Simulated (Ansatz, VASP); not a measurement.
## Si3Se2: VASP beside Ansatz

```
Si Se
1.0
     4.76125    0.00000    0.00000
    -2.38063    4.12337    0.00000
     0.00000    0.00000    5.46375
Si Se
3 2
Direct
  0.08941 0.50000 0.00000
  0.50000 0.58941 0.00000
  0.41059 0.91059 0.00000
  0.00000 0.00000 0.33333
  0.00000 0.00000 0.66667
```

Alike in both runs: task relaxation of cell and atoms; functional PBE; k mesh 6 × 6 × 4; occupations gaussian, width 0.1 eV; no spin polarisation.

```csv
,VASP,Ansatz
version,VASP 6.6.1,Ansatz 0.2.0
potentials or method,"VASP PAW PBE potentials, release 64 (Si, Se), cutoff 600 eV","scalar-relativistic, plane waves, PAW"
valence electrons in the cell,24,44
```

VASP gave:

```
gap on the k mesh at the Fermi level, each at its own relaxed structure (eV) : none
relaxed volume (Å³/atom)                                                     : 29.28
relaxed cell length with the largest relative difference (Å)                 : 7.293
```

**Question.** Which values does Ansatz return?

**Answer.** gap on the k mesh at the Fermi level, each at its own relaxed structure (eV): none; relaxed volume (Å³/atom): 29.44; relaxed cell length with the largest relative difference (Å): 7.308.

A gap of «none» marks a metal or a gap that the smearing closes. VASP's potentials hold 24 valence electrons a cell and Ansatz's 44, so a difference there can come from the potentials and not from the codes.

Noted on VASP's run: the volume moved by over 15 % at a fixed basis, so the end points are rough.
